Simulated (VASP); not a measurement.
Wanted: the native input for a VASP 6.6.1 run.

| Item | Value |
| --- | --- |
| Task | relaxation of cell and atoms |
| Functional | PBEsol |
| Potentials or basis | VASP PAW PBE potentials, release 64 (Na_pv) |
| Cutoff | 600 eV |
| k mesh | 14 × 14 × 14 |
| Occupations | gaussian, width 0.1 eV |
| Spin | no spin polarisation |
| Dipole correction | no |
| Further INCAR settings | ALGO = Normal; EDIFF = 1e-06; IBRION = 2; EDIFFG = -0.01; NSW = 80; ISIF = 3 |

The structure of Na lies in POSCAR:

```
Na
1.0
   -2.0558323980      2.0558323980      2.0558323980
    2.0558323980     -2.0558323980      2.0558323980
    2.0558323980      2.0558323980     -2.0558323980
Na
1
Direct
    0.0000000000      0.0000000000      0.0000000000
```

The input as run:

INCAR

```
SYSTEM = Na
PREC = Accurate
ENCUT = 600
EDIFF = 1E-6
ISMEAR = 0
SIGMA = 0.1
LREAL = .FALSE.
LASPH = .TRUE.
NELM = 80
ALGO = Normal
ISIF = 3
LWAVE = .FALSE.
LCHARG = .FALSE.
GGA = PS
IBRION = 2
NSW = 80
EDIFFG = -0.01
```

KPOINTS

```
Automatic mesh
0
G
  14 14 14
  0 0 0
```

Potentials or basis: VASP PAW PBE potentials, release 64 (Na_pv).

Command:

```bash
$ cat potpaw_PBE.64/Na_pv/POTCAR > POTCAR
$ mpirun -np 1 vasp_std > vasp.out
```

It gave:

```
Relaxed volume                         : 36.18 Å³/atom
Relaxed cell                           : a = 3.609 Å, b = 3.609 Å, c = 3.609 Å, α = 109.47°, β = 109.47°, γ = 109.47°
Space group after relaxing (to 0.05 Å) : Im-3m (No. 229)
Energy gained by relaxing              : 1.6 meV/atom
Ionic steps                            : 5
Pressure after relaxing                : 0.0 GPa
```

Caveat: the PAW data sets were made with another functional, which shifts forces and pressure a little.

It took 32 s on 1 thread of Intel(R) Xeon(R) Platinum 8375C CPU @ 2.90GHz (Ice Lake) (shared host), peak memory 0.16 GiB.
